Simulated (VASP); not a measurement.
Runs of VASP 6.6.1 on LiCl. Symmetry: Fm-3m, No. 225, cubic system. The conventional cell has a = 5.112 Å, b = 5.112 Å, c = 5.112 Å, α = 90.00°, β = 90.00°, γ = 90.00°. Li (site symmetry m-3m) has 6 Cl at 2.56 Å within 3.4 Å. Cl (site symmetry m-3m) has 6 Li at 2.56 Å within 3.4 Å. 

```tsv
level	k mesh	cutoff (eV)	smearing	grid for exact exchange (PRECFOCK)	share of exact exchange	screening parameter	gap on the mesh (eV)	pressure (GPa)
HSE06	4 × 4 × 4	520	methfessel-paxton 0.2 eV	Normal	0.25	0.2079 1/Å	7.78	-
PBE	6 × 6 × 6	750	methfessel-paxton 0.05 eV	-	-	-	6.39	0.7
PBE	6 × 6 × 6, shifted	750	gaussian 0.01 eV	-	-	-	6.64	0.7
PBE	6 × 6 × 6	750	gaussian 0.2 eV	-	-	-	6.39	0.7
HSE06	4 × 4 × 4	520	gaussian 0.01 eV	Normal	0.25	0.2079 1/Å	7.80	-
PBE-based global hybrid with 5 % exact exchange	4 × 4 × 4	520	gaussian 0.01 eV	Normal	0.05	-	(a)	-
PBE	5 × 5 × 5	750	gaussian 0.01 eV	-	-	-	6.39	0.7
PBE	6 × 6 × 6	750	methfessel-paxton 0.5 eV	-	-	-	(b)	0.5
```

Alike in all rows: task single point; potentials or basis VASP PAW PBE potentials, release 64 (Li_sv, Cl); no spin polarisation; cell as given.

Estimate the missing entries.

(a) 6.82; (b) 6.40.

Caveats: some runs use coarse meshes; the cutoff is under 1.25 times the usual one of these potentials, so pressure, stress and relaxed cells hold a basis-set (Pulay) error (at least some runs); the PAW data sets were made with another functional, which shifts forces and pressure a little (at least some runs); a shifted mesh leaves out Γ, where band edges can lie (at least some runs).

A k mesh can miss the band edges.
